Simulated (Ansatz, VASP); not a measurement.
**NbAl2C2: VASP beside Ansatz**

```
Al Nb C
1.0
     4.39411    0.00000    0.00000
    -2.19705    3.80541    0.00000
     0.00000    0.00000    5.41770
Al Nb C
2 1 2
Cartesian
  0.0000 2.5369 0.0000
  2.1971 1.2685 0.0000
  0.0000 0.0000 2.7089
  0.0000 0.0000 4.7372
  0.0000 0.0000 0.6805
```

Alike in both runs: functional PBE; k mesh 12 × 12 × 8; occupations gaussian, width 0.1 eV; no spin polarisation.

Ansatz relaxed the structure, and its values are those at the end. VASP's run is a single point on that final structure, the one shown.

|  | VASP | Ansatz |
| --- | --- | --- |
| version | VASP 6.6.1 | Ansatz 0.2.0 |
| potentials or method | VASP PAW PBE potentials, release 64 (Al, Nb_sv, C), cutoff 520 eV | scalar-relativistic, plane waves, PAW |
| valence electrons in the cell | 27 | 27 |

|  | VASP | Ansatz | Ansatz less VASP |
| --- | --- | --- | --- |
| gap on the k mesh at the Fermi level (eV) | none | none | - |
| pressure (GPa) | -0.1 | 0.0 | +0.07 |
| rms of the force components (eV/Å) | 0.027 | 0.000 | -0.0272 |

A gap of «none» marks a metal or a gap that the smearing closes. With one functional, cell and mesh, what is left measures potentials, basis and numerics.
